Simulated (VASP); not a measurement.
# Zn (Fd-3m) in VASP: notebook

Zn is run at these levels: PBE; tasks: relaxation of cell and atoms.

Everything below comes from runs of VASP 6.6.1. Logs are shortened: lines on timing, memory, paths and dates and some standing lists are left out, and cuts for length are marked.

## (1) The cell of the first run

It takes space group Fd-3m (No. 227, cubic). The conventional cell has a = 5.420 Å, b = 5.420 Å, c = 5.420 Å, α = 90.00°, β = 90.00°, γ = 90.00°. Within 3.1 Å of Zn (site symmetry -43m) lie 4 Zn at 2.35 Å.

This isn't the form of Zn at room conditions, which is hcp.

## (2) Relaxation of cell and atoms, PBE, target pressure 20 GPa, at which the enthalpy is minimised

The input, INCAR:

```
SYSTEM = Zn
PREC = Accurate
ENCUT = 500
EDIFF = 1E-7
ISMEAR = 1
SIGMA = 0.05
LREAL = .FALSE.
LASPH = .TRUE.
NELM = 120
ALGO = Normal
ISIF = 3
LWAVE = .FALSE.
LCHARG = .FALSE.
GGA = PE
IBRION = 2
NSW = 80
EDIFFG = -0.01
PSTRESS = 200.0
GGA_COMPAT = .FALSE.
NELMIN = 4
```

The input, KPOINTS:

```
regular mesh
0
G
  7 7 7
  0 0 0
```

The input, POSCAR:

```
Zn
1.0
    0.0000000000      2.7100000000      2.7100000000
    2.7100000000      0.0000000000      2.7100000000
    2.7100000000      2.7100000000      0.0000000000
Zn
2
Direct
    1.0000000000      1.0000000000      1.0000000000
    0.2500000000      0.2500000000      0.2500000000
```

Potentials or basis: VASP PAW PBE potentials, release 64 (Zn).

On the command line:

```console
$ cat potpaw_PBE.64/Zn/POTCAR > POTCAR
$ mpirun -np 1 vasp_std > vasp.out
```

OUTCAR:

```text
SYSTEM = Zn
   PREC = Accurate
   ENCUT = 500
   EDIFF = 1E-7
   ISMEAR = 1
   LREAL = .FALSE.
   LASPH = .TRUE.
   NELM = 120
   ISIF = 3
   GGA = PE
   IBRION = 2
   NSW = 80
   EDIFFG = -0.01
   PSTRESS = 200.0
   NELMIN = 4

 ion  position               nearest neighbor table
   1  0.000  0.000  0.000-   2 2.35   2 2.35   2 2.35   2 2.35
   2  0.250  0.250  0.250-   1 2.35   1 2.35   1 2.35   1 2.35

  LATTYP: Found a face centered cubic cell.
 ALAT       =     5.4200000000

  Lattice vectors:

 A1 = (   0.0000000000,   2.7100000000,   2.7100000000)
 A2 = (   2.7100000000,   0.0000000000,   2.7100000000)
 A3 = (   2.7100000000,   2.7100000000,   0.0000000000)

Analysis of symmetry for initial positions (statically):
=====================================================================
 Subroutine PRICEL returns:
 Original cell was already a primitive cell.

 Routine SETGRP: Setting up the symmetry group for a
 face centered cubic supercell.

 Subroutine GETGRP returns: Found 48 space group operations
 (whereof 24 operations were pure point group operations)
 out of a pool of 48 trial point group operations.

The static configuration has the point symmetry T_d .
 The point group associated with its full space group is O_h .

Analysis of symmetry for dynamics (positions and initial velocities):
=====================================================================
 Subroutine PRICEL returns:
 Original cell was already a primitive cell.

 Routine SETGRP: Setting up the symmetry group for a
 face centered cubic supercell.

 Subroutine GETGRP returns: Found 48 space group operations
 (whereof 24 operations were pure point group operations)
 out of a pool of 48 trial point group operations.

The dynamic configuration has the point symmetry T_d .
 The point group associated with its full space group is O_h .

 Subroutine INISYM returns: Found 48 space group operations
 (whereof 24 operations are pure point group operations),
 and found     1 'primitive' translations

----------------------------------------------------------------------------------------

                                     Primitive cell

  volume of cell :      39.8050

  direct lattice vectors                    reciprocal lattice vectors
     0.000000000  2.710000000  2.710000000    -0.184501845  0.184501845  0.184501845
     2.710000000  0.000000000  2.710000000     0.184501845 -0.184501845  0.184501845
     2.710000000  2.710000000  0.000000000     0.184501845  0.184501845 -0.184501845

  length of vectors
     3.832518754  3.832518754  3.832518754     0.319566570  0.319566570  0.319566570

  position of ions in fractional coordinates (direct lattice)
     0.000000000  0.000000000  0.000000000
     0.250000000  0.250000000  0.250000000

  ion indices of the primitive-cell ions
   primitive index   ion index
                 1           1
                 2           2

----------------------------------------------------------------------------------------

 KPOINTS: regular mesh

Automatic generation of k-mesh.
 Grid dimensions read from file:
 generate k-points for:    7    7    7

 Generating k-lattice:

  Cartesian coordinates                     Fractional coordinates (reciprocal lattice)
    -0.026357406  0.026357406  0.026357406     0.142857143  0.000000000  0.000000000
     0.026357406 -0.026357406  0.026357406     0.000000000  0.142857143  0.000000000
     0.026357406  0.026357406 -0.026357406     0.000000000  0.000000000  0.142857143

  Length of vectors
     0.045652367  0.045652367  0.045652367

  Shift w.r.t. Gamma in fractional coordinates (k-lattice)
     0.000000000  0.000000000  0.000000000

 Subroutine IBZKPT returns following result:
 ===========================================

 Found     20 irreducible k-points:

 Following reciprocal coordinates:
            Coordinates               Weight
  0.000000  0.000000  0.000000      1.000000
  0.142857  0.000000  0.000000      8.000000
  0.285714  0.000000  0.000000      8.000000
  0.428571  0.000000  0.000000      8.000000
  0.142857  0.142857  0.000000      6.000000
  0.285714  0.142857  0.000000     24.000000
[... 12 lines left out ...]
 -0.428571  0.428571  0.142857     24.000000
 -0.285714  0.428571  0.142857     24.000000
   k-points           NKPTS =     20   k-points in BZ     NKDIM =     20   number of bands    NBANDS=     16
   number of dos      NEDOS =    301   number of ions     NIONS =      2
   total plane-waves  NPLWV =  21952
   dimension x,y,z NGX =    28 NGY =   28 NGZ =   28
   dimension x,y,z NGXF=    56 NGYF=   56 NGZF=   56
   ions per type =               2
   NGX,Y,Z   is equivalent  to a cutoff of  12.15, 12.15, 12.15 a.u.
   NGXF,Y,Z  is equivalent  to a cutoff of  24.29, 24.29, 24.29 a.u.
 SYSTEM =  Zn
   PREC   = accura    normal or accurate (medium, high low for compatibility)
   ISTART =      0    job   : 0-new  1-cont  2-samecut
   ICHARG =      2    charge: 1-file 2-atom 10-const
   ISPIN  =      1    spin polarized calculation?
   LNONCOLLINEAR =      F non collinear calculations
   LSORBIT =      F    spin-orbit coupling
   LASPH  =      T    aspherical Exc in radial PAW
   ENCUT  =  500.0 eV  36.75 Ry    6.06 a.u.   6.99  6.99  6.99*2*pi/ulx,y,z
   NELM   =    120;   NELMIN=  4; NELMDL= -5     # of ELM steps
   EDIFF  = 0.1E-06   stopping-criterion for ELM
   LREAL  =      F    real-space projection
   EDIFFG = -.1E-01   stopping-criterion for IOM
   NSW    =     80    number of steps for IOM
   IBRION =      2    ionic relax: 0-MD 1-quasi-New 2-CG
   NFREE  =      1    steps in history (QN), initial steepest desc. (CG)
   ISIF   =      3    stress and relaxation
   ISYM   =      2    0-nonsym 1-usesym 2-fastsym
   POTIM  = 0.5000    time-step for ionic-motion
   TEBEG  =    0.0;   TEEND  =   0.0 temperature during run
   PSTRESS=  200.0 pullay stress
   NELECT =      24.0000    total number of electrons
   NUPDOWN=      -1.0000    fix difference up-down
   EMIN   =  10.00;   EMAX   =-10.00  energy-range for DOS
   EFERMI =   0.00;   METHOD = LEGACY
   ISMEAR =     1;   SIGMA  =   0.05  broadening in eV -4-tet -1-fermi 0-gaus
   EFERMI_NEDOS =   21; number of points for ismear=-14 and -15
   IALGO  =     38    algorithm
   IMIX   =      4    mixing-type and parameters
     AMIX     =   0.40;   BMIX     =  1.00
     AMIX_MAG =   1.60;   BMIX_MAG =  1.00
  volume/ion in A,a.u.               =      19.90       134.31
  Fermi-wavevector in a.u.,A,eV,Ry     =   1.383033  2.613554 26.024965  1.912781
  Thomas-Fermi vector in A             =   2.507669
   LORBIT       =      0    0 simple, 1 ext, 2 COOP (PROOUT), +10 PAW based schemes
   GGA     = PE    functional components
   LHFCALC =     F    Hartree Fock is set to
   AEXX    =    0.0000 exact exchange contribution
   IVDW    =     0    specifies the selected vdW correction
   LEPSILON=     F    determine dielectric tensor
   LRPA    =     F    only Hartree local field effects (RPA)
 conjugate gradient relaxation of ions
 non-spin polarized calculation
 Methfessel and Paxton  Order N= 1 SIGMA  =   0.05
  energy-cutoff  :      500.00
  volume of cell :       39.81
 maximum number of plane-waves:      1019
   NGX = 13   NGY = 13   NGZ = 13

--------------------------------------- Ionic step        1  -------------------------------------------

 number of electron      23.9999992 magnetization

 Free energy of the ion-electron system (eV)
  ---------------------------------------------------
  ext. energy  EPLUGINS =         0.00000000
  ---------------------------------------------------
  free energy    TOTEN  =        -1.01956445 eV

  energy without entropy =       -1.01906286  energy(sigma->0) =       -1.01939726

 E-fermi :   1.3293     XC(G=0):  -9.9357

 val. band max:        1.2066591401   @ k =  -0.4286   0.4286   0.0000
 cond. band min:       1.3346386999   @ k =   0.4286   0.2857   0.1429
 fundamental gap:      0.1279795597
 Fermi energy:         1.3292550990

 k-point     1 :       0.0000    0.0000    0.0000
  band No.  band energies     occupation
      1      -7.4067      2.00000
      2      -6.7695      2.00000
      3      -6.7695      2.00000
      4      -6.7695      2.00000
      5      -6.7237      2.00000
      6      -6.7237      2.00000
[... 8 lines left out ...]
     15       8.8567      0.00000
     16       8.8567      0.00000

 k-point     2 :       0.1429    0.0000    0.0000
  band No.  band energies     occupation
      1      -7.1382      2.00000
      2      -6.8257      2.00000
      3      -6.8257      2.00000
      4      -6.7587      2.00000
      5      -6.6384      2.00000
      6      -6.6384      2.00000
[... 8 lines left out ...]
     15       9.0497      0.00000
     16       9.8014      0.00000
[... 391 lines left out ...]
 VOLUME and BASIS-vectors are now :
 -----------------------------------------------------------------------------
  energy-cutoff  :      500.00
  volume of cell :       33.34
      direct lattice vectors                 reciprocal lattice vectors
     0.000000000  2.554507401  2.554507401    -0.195732453  0.195732453  0.195732453
     2.554507401  0.000000000  2.554507401     0.195732453 -0.195732453  0.195732453
     2.554507401  2.554507401  0.000000000     0.195732453  0.195732453 -0.195732453

 POSITION                                       TOTAL-FORCE (eV/Angst)
 -----------------------------------------------------------------------------------
      5.10901      5.10901      5.10901        -0.000000      0.000000      0.000000
      1.27725      1.27725      1.27725         0.000000      0.000000     -0.000000
 -----------------------------------------------------------------------------------
    total drift:                                0.000000      0.000000      0.000000

  FREE ENERGIE OF THE ION-ELECTRON SYSTEM (eV)
  ---------------------------------------------------
  free  energy   TOTEN  =        -0.2846946891 eV

  energy  without entropy=       -0.2834985401  energy(sigma->0) =       -0.28429597

  enthalpy is  TOTEN    =         3.8770065976 eV   P V=        4.1617012867

--------------------------------------- Ionic step        3  -------------------------------------------

 number of electron      23.9999977 magnetization

 Free energy of the ion-electron system (eV)
  ---------------------------------------------------
  ext. energy  EPLUGINS =         0.00000000
  ---------------------------------------------------
  free energy    TOTEN  =        -0.64792246 eV

  energy without entropy =       -0.64703935  energy(sigma->0) =       -0.64762809

 E-fermi :   1.8904     XC(G=0): -10.4645

 val. band max:        1.7878481754   @ k =   0.2857   0.0000   0.0000
 cond. band min:       1.8979714648   @ k =  -0.4286   0.4286   0.1429
 fundamental gap:      0.1101232894
 Fermi energy:         1.8903556042

 k-point     1 :       0.0000    0.0000    0.0000
  band No.  band energies     occupation
      1      -7.4694      2.00000
      2      -6.5213      2.00000
      3      -6.5213      2.00000
      4      -6.5213      2.00000
      5      -6.4761      2.00000
      6      -6.4761      2.00000
[... 8 lines left out ...]
     15       9.9726      0.00000
     16       9.9726      0.00000

 k-point     2 :       0.1429    0.0000    0.0000
  band No.  band energies     occupation
      1      -7.1664      2.00000
      2      -6.5922      2.00000
      3      -6.5922      2.00000
      4      -6.5087      2.00000
      5      -6.3696      2.00000
      6      -6.3696      2.00000
[... 8 lines left out ...]
     15      10.4179      0.00000
     16      11.0523      0.00000
[... 353 lines left out ...]
 VOLUME and BASIS-vectors are now :
 -----------------------------------------------------------------------------
  energy-cutoff  :      500.00
  volume of cell :       35.74
      direct lattice vectors                 reciprocal lattice vectors
     0.000000000  2.614305258  2.614305258    -0.191255401  0.191255401  0.191255401
     2.614305258  0.000000000  2.614305258     0.191255401 -0.191255401  0.191255401
     2.614305258  2.614305258  0.000000000     0.191255401  0.191255401 -0.191255401

 POSITION                                       TOTAL-FORCE (eV/Angst)
 -----------------------------------------------------------------------------------
      0.00000      0.00000      0.00000         0.000000      0.000000      0.000000
      1.30715      1.30715      1.30715        -0.000000     -0.000000     -0.000000
 -----------------------------------------------------------------------------------
    total drift:                                0.000000      0.000000     -0.000000

  FREE ENERGIE OF THE ION-ELECTRON SYSTEM (eV)
  ---------------------------------------------------
  free  energy   TOTEN  =        -0.6479224570 eV

  energy  without entropy=       -0.6470393459  energy(sigma->0) =       -0.64762809

  enthalpy is  TOTEN    =         3.8129345077 eV   P V=        4.4608569647

 reached required accuracy - stopping structural energy minimisation
```

It took 25 s on 1 thread of Intel Xeon Platinum 8488C (Sapphire Rapids), shared host; peak memory 0.15 GiB.

What came out:

```
Free energy                                                : -0.6479 eV
Relaxed volume                                             : 17.87 Å³/atom
Relaxed cell                                               : a = 3.697 Å, b = 3.697 Å, c = 3.697 Å, α = 60.00°, β = 60.00°, γ = 60.00°
Space group after relaxing (to 0.1 Å)                      : Fd-3m (No. 227)
Energy change on relaxing (the run minimises the enthalpy) : +185.8 meV/atom
Ionic steps                                                : 3
Pressure after relaxing                                    : 20.0 GPa
Band gap on the k mesh                                     : zero (bands 12 and 13 overlap by 7.94 eV)
```

The path:
```
step  energy change (eV)  largest force (eV/Å)  pressure (GPa)  volume (Å³)
   1              0.0000                0.0000           10.43        39.81
   2              0.7349                0.0000           29.03        33.34
   3              0.3716                0.0000           20.01        35.74
```

Final structure:
```xyz
2
Lattice="0.0000 2.6143 2.6143 2.6143 0.0000 2.6143 2.6143 2.6143 0.0000" Properties=species:S:1:pos:R:3 pbc="T T T"
Zn    0.0000    0.0000    0.0000
Zn    1.3072    1.3072    1.3072
```

Caveat: the cell is relaxed towards a set pressure, so the run minimises the enthalpy, not the energy.

## (3) Relaxation of cell and atoms, PBE, target pressure 40 GPa, at which the enthalpy is minimised

The input, INCAR:

```
PREC     = Accurate       # precision mode
ENCUT    = 500            # plane-wave cutoff, eV
EDIFF    = 1E-7           # SCF threshold, eV
ISMEAR   = 1              # smearing method
SIGMA    = 0.05           # smearing width, eV
LREAL    = F              # projectors in reciprocal space
LASPH    = T              # aspherical terms in the spheres
NELM     = 120            # most SCF steps
ALGO     = Normal         # electronic algorithm
ISIF     = 3              # what is computed and relaxed
LWAVE    = F              # write WAVECAR
LCHARG   = F              # write CHGCAR
GGA      = PE             # functional
IBRION   = 2              # ionic algorithm
NSW      = 80             # ionic steps
EDIFFG   = -0.01          # ionic threshold
PSTRESS  = 400.0        
GGA_COMPAT= F            
NELMIN   = 4
```

The input, KPOINTS:

```
regular mesh
0
Gamma
  7 7 7
```

POSCAR is that of step 2.

Potentials or basis: VASP PAW PBE potentials, release 64 (Zn).

On the command line:

```console
$ cat potpaw_PBE.64/Zn/POTCAR > POTCAR
$ mpirun -np 1 vasp_std > vasp.out
```

Wall time 35 s (1 thread of Intel Xeon Platinum 8488C (Sapphire Rapids), shared host); peak memory 0.15 GiB.

It converged, with:

```
Free energy                                                : 0.1768 eV
Relaxed volume                                             : 15.59 Å³/atom
Relaxed cell                                               : a = 3.533 Å, b = 3.533 Å, c = 3.533 Å, α = 60.00°, β = 60.00°, γ = 60.00°
Space group after relaxing (to 0.1 Å)                      : Fd-3m (No. 227)
Energy change on relaxing (the run minimises the enthalpy) : +598.2 meV/atom
Ionic steps                                                : 5
Pressure after relaxing                                    : 40.0 GPa
Band gap on the k mesh                                     : zero (bands 12 and 13 overlap by 9.12 eV)
```

Step by step:
| step | energy change (eV) | largest force (eV/Å) | pressure (GPa) | volume (Å³) |
| --- | --- | --- | --- | --- |
| 1 | 0.0000 | 0.0000 | 10.43 | 39.81 |
| 2 | 6.0301 | 0.0000 | 160.64 | 22.17 |
| 3 | 1.0293 | 0.0000 | 36.00 | 31.88 |
| 4 | 1.1445 | 0.0000 | 38.76 | 31.39 |
| 5 | 1.1964 | 0.0000 | 40.01 | 31.18 |

Final structure:
```
CELL_PARAMETERS angstrom
0.00000 2.49803 2.49803
2.49803 0.00000 2.49803
2.49803 2.49803 0.00000
ATOMIC_POSITIONS crystal
Zn 0.00000 0.00000 0.00000
Zn 0.25000 0.25000 0.25000
```

Levels at points of the mesh, in eV from the Fermi level:
```tsv
k point	band 9	band 10	band 11	band 12	band 13	band 14	band 15	band 16
(0.00, 0.00, 0.00)	-7.63	-7.09	-7.09	7.74	7.74	7.74	8.89	8.89
```

Caveat: the cell is relaxed towards a set pressure, so the run minimises the enthalpy, not the energy; the volume moved by over 15 % at a fixed basis, so the end points are rough.

## (4) Relaxation of cell and atoms, PBE, target pressure 60 GPa, at which the enthalpy is minimised

The input, INCAR:

```
SYSTEM = Zn
ALGO = Normal
EDIFF = 1E-7
EDIFFG = -0.01
ENCUT = 500
GGA = PE
GGA_COMPAT = .FALSE.
IBRION = 2
ISIF = 3
ISMEAR = 1
LASPH = .TRUE.
LCHARG = .FALSE.
LREAL = .FALSE.
LWAVE = .FALSE.
NELM = 120
NELMIN = 4
NSW = 80
PREC = Accurate
PSTRESS = 600.0
SIGMA = 0.05
```

The input, KPOINTS:

```
k-points
0
G
  7 7 7
  0 0 0
```

POSCAR is that of step 3.

On the command line:

```console
$ cat potpaw_PBE.64/Zn/POTCAR > POTCAR
$ mpirun -np 1 vasp_std > vasp.out
```

Wall time 88 s (1 thread of Intel Xeon Platinum 8488C (Sapphire Rapids), shared host); peak memory 0.16 GiB.

It converged, with:

| Property | Result |
| --- | --- |
| Free energy | 1.0039 eV |
| Relaxed volume | 14.24 Å³/atom |
| Relaxed cell | a = 3.428 Å, b = 3.428 Å, c = 3.428 Å, α = 60.00°, β = 60.00°, γ = 60.00° |
| Space group after relaxing (to 0.1 Å) | Fd-3m (No. 227) |
| Energy change on relaxing (the run minimises the enthalpy) | +1011.7 meV/atom |
| Ionic steps | 17 |
| Pressure after relaxing | 60.0 GPa |
| Band gap on the k mesh | zero (bands 12 and 13 overlap by 9.97 eV) |

The path:
| step | energy change (eV) | largest force (eV/Å) | pressure (GPa) | volume (Å³) |
| --- | --- | --- | --- | --- |
| 1 | 0.0000 | 0.0000 | 10.43 | 39.81 |
| 2 | 25.5783 | 0.0000 | 778.95 | 13.82 |
| 3 | 1.3348 | 0.0000 | 43.39 | 30.64 |
| 4 | 1.6370 | 0.0000 | 50.71 | 29.61 |
| 5 | 2.0351 | 0.0000 | 60.28 | 28.46 |
| 6 | 1.9601 | 0.0000 | 58.46 | 28.66 |
| 7 | 1.9641 | 0.0000 | 58.56 | 28.65 |
| 8 | 1.9763 | 0.0000 | 58.86 | 28.62 |
| 9 | 1.9765 | 0.0000 | 58.86 | 28.62 |
| 10 | 1.9771 | 0.0000 | 58.88 | 28.61 |
| 11 | 1.9782 | 0.0000 | 58.91 | 28.61 |
| 12 | 1.9806 | 0.0000 | 58.95 | 28.61 |
| 13 | 1.9853 | 0.0000 | 59.07 | 28.59 |
| 14 | 1.9948 | 0.0000 | 59.31 | 28.57 |
| 15 | 2.0139 | 0.0000 | 59.77 | 28.52 |
| 16 | 2.0524 | 0.0000 | 60.70 | 28.41 |
| 17 | 2.0234 | 0.0000 | 59.99 | 28.49 |

Final structure:
```xyz
2
Lattice="0.0000 2.4241 2.4241 2.4241 0.0000 2.4241 2.4241 2.4241 0.0000" Properties=species:S:1:pos:R:3 pbc="T T T"
Zn    0.0000    0.0000    0.0000
Zn    1.2121    1.2121    1.2121
```

Levels at points of the mesh, in eV from the Fermi level:
| k point | band 8 | band 9 | band 10 | band 11 | band 12 | band 13 | band 14 | band 15 | band 16 |
| --- | --- | --- | --- | --- | --- | --- | --- | --- | --- |
| (0.00, 0.00, 0.00) | -7.79 | -7.79 | -7.15 | -7.15 | 8.45 | 8.45 | 8.45 | 9.48 | 9.48 |

Caveat: the cell is relaxed towards a set pressure, so the run minimises the enthalpy, not the energy; the volume moved by over 15 % at a fixed basis, so the end points are rough.

## (5) Summary

| cell | gap on the mesh (eV) | pressure (GPa) |
| --- | --- | --- |
| relaxed to 20 GPa | none | 20.0 |
| relaxed to 40 GPa | none | 40.0 |
| relaxed to 60 GPa | none | 60.0 |

Alike in all rows: task relaxation of cell and atoms; level PBE; potentials or basis VASP PAW PBE potentials, release 64 (Zn); no spin polarisation; k mesh 7 × 7 × 7; cutoff (eV) 500; smearing methfessel-paxton 0.05 eV.

Caveats: the cell is relaxed towards a set pressure, so the run minimises the enthalpy, not the energy; the volume moved by over 15 % at a fixed basis, so the end points are rough (at least some runs).

Absolute energies hang on the potentials; compare differences alone.
